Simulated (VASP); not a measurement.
Set up this calculation in VASP 6.6.1, as the native input.

| Item | Value |
| --- | --- |
| Task | single point |
| Functional | PBE |
| Potentials or basis | VASP PAW PBE potentials, release 64 (Co, W_sv, Ni) |
| Cutoff | 520 eV |
| k mesh | 1 × 1 × 1, shifted |
| Occupations | fermi-dirac, width 0.05 eV |
| Spin | no spin polarisation |
| Dipole correction | no |
| Further INCAR settings | LREAL = Auto; ALGO = Normal; EDIFF = 1e-06; NBANDS = 119; ISYM = 0 |

The structure of Co14NiW5 lies in POSCAR:

```
Co14NiW5
1.0
    6.4067140000     -0.0639040000     -0.2633820000
   -0.0639040000      6.1558140000      0.0545630000
   -0.2633820000      0.0545630000      6.6380590000
Co W Ni
14 5 1
Direct
    0.7628053339      0.9024602844      0.5058310349
    0.4547704864      0.2520602743      0.6611529357
    0.2218666736      0.4993059575      0.8011393176
    0.2767443471      0.3597290472      0.2631264024
    0.4821921279      0.6185945480      0.5127472282
    0.5593616005      0.0514381787      0.1733516011
    0.3021146178      0.7199571123      0.1281135845
    0.7821677864      0.1721665776      0.8193505046
    0.9398627456      0.5543130171      0.0597686686
    0.5837594636      0.4099318035      0.9992051330
    0.3254074843      0.9648285383      0.4206296652
    0.6637159577      0.6826782670      0.2210228716
    0.8120424032      0.5632873322      0.7267509532
    0.2511282393      0.1666940881      0.9588786916
    0.0679452962      0.6157382797      0.4517466688
    0.0664045893      0.8779031128      0.8024530583
    0.5418416973      0.8285665229      0.8273271260
    0.9696802713      0.9689097986      0.1880385070
    0.6921540028      0.3230991482      0.3935478197
    0.0430639578      0.2121739517      0.5290137409
```

These files were run (other wordings do the same):

INCAR

```
ALGO     = Normal         # electronic algorithm
EDIFF    = 1E-6           # SCF threshold, eV
ENCUT    = 520            # plane-wave cutoff, eV
GGA      = PE             # functional
ISIF     = 2              # what is computed and relaxed
ISMEAR   = -1             # smearing method
ISYM     = 0            
LASPH    = True           # aspherical terms in the spheres
LCHARG   = True           # write CHGCAR
LELF     = True           # ELF
LREAL    = Auto         
LVHAR    = True         
LWAVE    = False          # write WAVECAR
NBANDS   = 119            # bands
NELM     = 60             # most SCF steps
PREC     = Accurate       # precision mode
SIGMA    = 0.05           # smearing width, eV
```

KPOINTS

```
Automatic mesh
0
Gamma
  1 1 1
  0.25 0.25 0.25
```

Potentials or basis: VASP PAW PBE potentials, release 64 (Co, W_sv, Ni).

The run is started by

```sh
$ cat potpaw_PBE.64/Co/POTCAR potpaw_PBE.64/W_sv/POTCAR potpaw_PBE.64/Ni/POTCAR > POTCAR
$ mpirun -np 1 vasp_std > vasp.out
```

It gave:

```yaml
Pressure: -15.2 GPa
Largest_force: 1.764 eV/Å
```

Caveat: the k points lie up to 1.02 Å⁻¹ apart, too coarse for converged energies, forces and pressures; the atoms stand as in a frame of molecular dynamics; the run has no spin polarisation, though such a crystal can be magnetic.

Run time: 2.9 min on 1 thread of Intel(R) Xeon(R) Platinum 8488C (Sapphire Rapids), on a shared host, peak memory 0.35 GiB.
